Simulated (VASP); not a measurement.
# B (P6/mmm) in VASP: single point with LDA

Aim: the single point of B with LDA.

All numbers are computed with VASP 6.6.1; they aren't measurements. Logs are shortened: lines on timing, memory, paths and dates and some standing lists are left out, and cuts for length are marked.

## Step 1: The cell of the first run

Symmetry: P6/mmm, No. 191, hexagonal system. The conventional cell has a = 3.097 Å, b = 3.097 Å, c = 6.795 Å, α = 90.00°, β = 90.00°, γ = 120.00°. Within 2.4 Å of B (site symmetry 3m) lie 3 B at 1.79 Å.

## Step 2: Single point, LDA

INCAR reads:

```
PREC = Accurate
ENCUT = 520
EDIFF = 1E-7
ISMEAR = -1
SIGMA = 0.2
LREAL = F
LASPH = T
NELM = 100
ALGO = Normal
ISIF = 2
LWAVE = F
LCHARG = F
GGA = CA
NBANDS = 14
```

KPOINTS reads:

```
regular mesh
0
Gamma
  9 9 4
```

POSCAR reads:

```
B
1.0
    3.0971250000      0.0000000000      0.0000000000
   -1.5485620000      2.6821890000      0.0000000000
    0.0000000000      0.0000000000      6.7945000000
B
4
Direct
    0.3333333333      0.6666666667      0.7664290000
    0.3333333333      0.6666666667      0.2335710000
    0.6666666667      0.3333333333      0.7664290000
    0.6666666667      0.3333333333      0.2335710000
```

Potentials or basis: VASP PAW LDA potentials, release 64 (B).

Command:

```
cat potpaw_LDA.64/B/POTCAR > POTCAR
mpirun -np 1 vasp_std > vasp.out
```

OUTCAR:

```text
PREC = Accurate
   ENCUT = 520
   EDIFF = 1E-7
   ISMEAR = -1
   LREAL = F
   LASPH = T
   NELM = 100
   ISIF = 2
   GGA = CA

 ion  position               nearest neighbor table
   1  0.333  0.667  0.766-   3 1.79   3 1.79   3 1.79
   2  0.333  0.667  0.234-   4 1.79   4 1.79   4 1.79
   3  0.667  0.333  0.766-   1 1.79   1 1.79   1 1.79
   4  0.667  0.333  0.234-   2 1.79   2 1.79   2 1.79

  LATTYP: Found a hexagonal cell.
 ALAT       =     3.0971250000
 C/A-ratio  =     2.1938087743

  Lattice vectors:

 A1 = (   3.0971250000,   0.0000000000,   0.0000000000)
 A2 = (  -1.5485620000,   2.6821890000,   0.0000000000)
 A3 = (   0.0000000000,   0.0000000000,   6.7945000000)

Analysis of symmetry for initial positions (statically):
=====================================================================
 Subroutine PRICEL returns:
 Original cell was already a primitive cell.

 Routine SETGRP: Setting up the symmetry group for a
 hexagonal supercell.

 Subroutine GETGRP returns: Found 24 space group operations
 (whereof 24 operations were pure point group operations)
 out of a pool of 24 trial point group operations.

The static configuration has the point symmetry D_6h.

Analysis of symmetry for dynamics (positions and initial velocities):
=====================================================================
 Subroutine PRICEL returns:
 Original cell was already a primitive cell.

 Routine SETGRP: Setting up the symmetry group for a
 hexagonal supercell.

 Subroutine GETGRP returns: Found 24 space group operations
 (whereof 24 operations were pure point group operations)
 out of a pool of 24 trial point group operations.

The dynamic configuration has the point symmetry D_6h.

 Subroutine INISYM returns: Found 24 space group operations
 (whereof 24 operations are pure point group operations),
 and found     1 'primitive' translations

----------------------------------------------------------------------------------------

                                     Primitive cell

  volume of cell :      56.4424

  direct lattice vectors                    reciprocal lattice vectors
     3.097125000  0.000000000  0.000000000     0.322880090  0.186414842  0.000000000
    -1.548562000  2.682189000  0.000000000     0.000000000  0.372829804  0.000000000
     0.000000000  0.000000000  6.794500000     0.000000000  0.000000000  0.147177864

  length of vectors
     3.097125000  3.097124812  6.794500000     0.372829782  0.372829804  0.147177864

  position of ions in fractional coordinates (direct lattice)
     0.333333333  0.666666667  0.766429000
     0.333333333  0.666666667  0.233571000
     0.666666667  0.333333333  0.766429000
     0.666666667  0.333333333  0.233571000

  ion indices of the primitive-cell ions
   primitive index   ion index
                 1           1
                 2           2
                 3           3
                 4           4

----------------------------------------------------------------------------------------

 KPOINTS: regular mesh

Automatic generation of k-mesh.
 Grid dimensions read from file:
 generate k-points for:    9    9    4

 Generating k-lattice:

  Cartesian coordinates                     Fractional coordinates (reciprocal lattice)
     0.035875566  0.020712760  0.000000000     0.111111111 -0.000000000  0.000000000
     0.000000000  0.041425534  0.000000000     0.000000000  0.111111111  0.000000000
     0.000000000  0.000000000  0.036794466     0.000000000  0.000000000  0.250000000

  Length of vectors
     0.041425531  0.041425534  0.036794466

  Shift w.r.t. Gamma in fractional coordinates (k-lattice)
     0.000000000  0.000000000  0.000000000

 Subroutine IBZKPT returns following result:
 ===========================================

 Found     36 irreducible k-points:

 Following reciprocal coordinates:
            Coordinates               Weight
  0.000000  0.000000  0.000000      1.000000
  0.111111 -0.000000  0.000000      6.000000
  0.222222 -0.000000  0.000000      6.000000
  0.333333  0.000000  0.000000      6.000000
  0.444444 -0.000000  0.000000      6.000000
  0.111111  0.111111  0.000000      6.000000
[... 16 lines left out ...]
  0.333333  0.222222  0.250000     24.000000
  0.333333  0.333333  0.250000      4.000000
 [... further k-points ...]
   k-points           NKPTS =     36   k-points in BZ     NKDIM =     36   number of bands    NBANDS=     14
   number of dos      NEDOS =    301   number of ions     NIONS =      4
   total plane-waves  NPLWV =  31104
   dimension x,y,z NGX =    24 NGY =   24 NGZ =   54
   dimension x,y,z NGXF=    48 NGYF=   48 NGZF=  108
   ions per type =               4
   NGX,Y,Z   is equivalent  to a cutoff of  12.88, 12.88, 13.21 a.u.
   NGXF,Y,Z  is equivalent  to a cutoff of  25.77, 25.77, 26.43 a.u.
 SYSTEM =  unknown system
   PREC   = accura    normal or accurate (medium, high low for compatibility)
   ISTART =      0    job   : 0-new  1-cont  2-samecut
   ICHARG =      2    charge: 1-file 2-atom 10-const
   ISPIN  =      1    spin polarized calculation?
   LNONCOLLINEAR =      F non collinear calculations
   LSORBIT =      F    spin-orbit coupling
   LASPH  =      T    aspherical Exc in radial PAW
   ENCUT  =  520.0 eV  38.22 Ry    6.18 a.u.   5.76  5.76 12.63*2*pi/ulx,y,z
   NELM   =    100;   NELMIN=  2; NELMDL= -5     # of ELM steps
   EDIFF  = 0.1E-06   stopping-criterion for ELM
   LREAL  =      F    real-space projection
   EDIFFG = 0.1E-05   stopping-criterion for IOM
   NSW    =      0    number of steps for IOM
   IBRION =     -1    ionic relax: 0-MD 1-quasi-New 2-CG
   NFREE  =      0    steps in history (QN), initial steepest desc. (CG)
   ISIF   =      2    stress and relaxation
   ISYM   =      2    0-nonsym 1-usesym 2-fastsym
   POTIM  = 0.5000    time-step for ionic-motion
   TEBEG  =    0.0;   TEEND  =   0.0 temperature during run
   PSTRESS=    0.0 pullay stress
   NELECT =      12.0000    total number of electrons
   NUPDOWN=      -1.0000    fix difference up-down
   EMIN   =  10.00;   EMAX   =-10.00  energy-range for DOS
   EFERMI =   0.00;   METHOD = LEGACY
   ISMEAR =    -1;   SIGMA  =   0.20  broadening in eV -4-tet -1-fermi 0-gaus
   EFERMI_NEDOS =   21; number of points for ismear=-14 and -15
   IALGO  =     38    algorithm
   IMIX   =      4    mixing-type and parameters
     AMIX     =   0.40;   BMIX     =  1.00
     AMIX_MAG =   1.60;   BMIX_MAG =  1.00
  volume/ion in A,a.u.               =      14.11        95.22
  Fermi-wavevector in a.u.,A,eV,Ry     =   0.977087  1.846427 12.989477  0.954700
  Thomas-Fermi vector in A             =   2.107757
   LORBIT       =      0    0 simple, 1 ext, 2 COOP (PROOUT), +10 PAW based schemes
   GGA     = CA    functional components
   LHFCALC =     F    Hartree Fock is set to
   AEXX    =    0.0000 exact exchange contribution
   IVDW    =     0    specifies the selected vdW correction
   LEPSILON=     F    determine dielectric tensor
   LRPA    =     F    only Hartree local field effects (RPA)
 non-spin polarized calculation
  energy-cutoff  :      520.00
  volume of cell :       56.44
 maximum number of plane-waves:      1538
 NGX is ok and might be reduce to    24
   NGX = 11   NGY = 11   NGZ = 25

 number of electron      12.0000000 magnetization

 Free energy of the ion-electron system (eV)
  ---------------------------------------------------
  ext. energy  EPLUGINS =         0.00000000
  ---------------------------------------------------
  free energy    TOTEN  =       -23.90426916 eV

  energy without entropy =      -23.62139910  energy(sigma->0) =      -23.76283413

 E-fermi :   0.1981     XC(G=0):  -8.9871

 val. band max:        0.1748908743   @ k =   0.3333   0.0000   0.0000
 cond. band min:       0.2697414100   @ k =   0.2222   0.1111   0.5000
 fundamental gap:      0.0948505357
 Fermi energy:         0.1981242382

 k-point     1 :       0.0000    0.0000    0.0000
  band No.  band energies     occupation
      1      -9.6574      2.00000
      2      -8.6912      2.00000
      3      -3.1951      2.00000
      4       0.4896      0.37778
      5       1.6879      0.00116
      6       1.6879      0.00116
      7       1.9096      0.00038
      8       1.9096      0.00038
      9       7.2746      0.00000
     10       8.7251      0.00000
     11       8.7251      0.00000
     12       9.1631      0.00000
     13       9.1631      0.00000
     14       9.8144      0.00000

 k-point     2 :       0.1111   -0.0000    0.0000
  band No.  band energies     occupation
      1      -9.4618      2.00000
      2      -8.5064      2.00000
      3      -2.9662      2.00000
      4       0.6940      0.15463
      5       0.8754      0.06544
      6       1.1769      0.01487
      7       1.3093      0.00770
      8       1.5485      0.00233
      9       7.4686      0.00000
     10       8.6234      0.00000
     11       9.1899      0.00000
     12       9.1956      0.00000
     13       9.5118      0.00000
     14       9.9273      0.00000

 k-point     3 :       0.2222   -0.0000    0.0000
  band No.  band energies     occupation
      1      -8.8792      2.00000
      2      -7.9556      2.00000
      3      -2.2891      1.99999
      4      -0.9221      1.99264
      5      -0.4799      1.93478
      6       0.5540      0.28878
      7       0.8195      0.08565
      8       1.2937      0.00832
      9       7.3512      0.00000
     10       7.9241      0.00000
     11       8.3219      0.00000
     12       8.9780      0.00000
     13       9.5922      0.00000
     14      11.4507      0.00000
[... 324 lines left out ...]
 k-point    23 :       0.3333    0.2222    0.2500
  band No.  band energies     occupation
      1      -6.0612      2.00000
      2      -5.4727      2.00000
      3      -4.3544      2.00000
      4      -3.8536      2.00000
      5      -2.4047      2.00000
      6      -2.0403      1.99997
      7       1.0660      0.02575
      8       3.2766      0.00000
      9       3.3523      0.00000
     10       5.4122      0.00000
     11       9.0766      0.00000
     12      10.1598      0.00000
     13      11.2059      0.00000
     14      11.3270      0.00000

 k-point    24 :       0.3333    0.3333    0.2500
  band No.  band energies     occupation
      1      -4.9658      2.00000
      2      -4.9658      2.00000
      3      -4.4195      2.00000
      4      -4.4195      2.00000
      5      -3.2886      2.00000
      6      -2.9004      2.00000
      7       2.2562      0.00007
      8       2.2562      0.00007
      9       4.3579      0.00000
     10       4.3579      0.00000
     11       8.4136      0.00000
     12      10.8784      0.00000
     13      11.7222      0.00000
     14      11.7222      0.00000

 [... further k-points ...]
[... 5 lines left out ...]
  --------------------------------------------------------------------------------------
  -------------------------------------------------------------------------------------
  Total       -7.8054680     -7.8054685     -3.3005846     -0.0000015     -0.0000000     -0.0000000
  in kB     -221.5664087   -221.5664205    -93.6905619     -0.0000413     -0.0000000     -0.0000000
  external PRESSURE =    -178.9411304 kB  Pullay stress =       0.0000000 kB

 VOLUME and BASIS-vectors are now :
 -----------------------------------------------------------------------------
  energy-cutoff  :      520.00
  volume of cell :       56.44
      direct lattice vectors                 reciprocal lattice vectors
     3.097125000  0.000000000  0.000000000     0.322880090  0.186414842  0.000000000
    -1.548562000  2.682189000  0.000000000     0.000000000  0.372829804  0.000000000
     0.000000000  0.000000000  6.794500000     0.000000000  0.000000000  0.147177864

 POSITION                                       TOTAL-FORCE (eV/Angst)
 -----------------------------------------------------------------------------------
      0.00000      1.78813      5.20750        -0.000000      0.000000      0.181453
      0.00000      1.78813      1.58700        -0.000000      0.000000     -0.181453
      1.54856      0.89406      5.20750         0.000000     -0.000000      0.181453
      1.54856      0.89406      1.58700         0.000000     -0.000000     -0.181453
 -----------------------------------------------------------------------------------
    total drift:                                0.000000     -0.000000     -0.000000

  FREE ENERGIE OF THE ION-ELECTRON SYSTEM (eV)
  ---------------------------------------------------
  free  energy   TOTEN  =       -23.9042691559 eV

  energy  without entropy=      -23.6213990977  energy(sigma->0) =      -23.76283413
```

Run time: 25 s. Hardware: 1 thread of Intel Xeon Platinum 8259CL at 2.50GHz (Skylake/Cascade Lake), shared host; peak memory 0.15 GiB.

Results:

```
Free energy            : -23.9043 eV
Pressure               : -17.9 GPa
Largest force          : 0.181 eV/Å
Band gap on the k mesh : zero (band 6 reaches 1.74 eV, above the bottom of band 7 at -0.57 eV)
```

Forces in eV/Å, atoms in the order of the input:
```
B    0.000  0.000  0.181
B    0.000  0.000 -0.181
B    0.000  0.000  0.181
B    0.000  0.000 -0.181
```
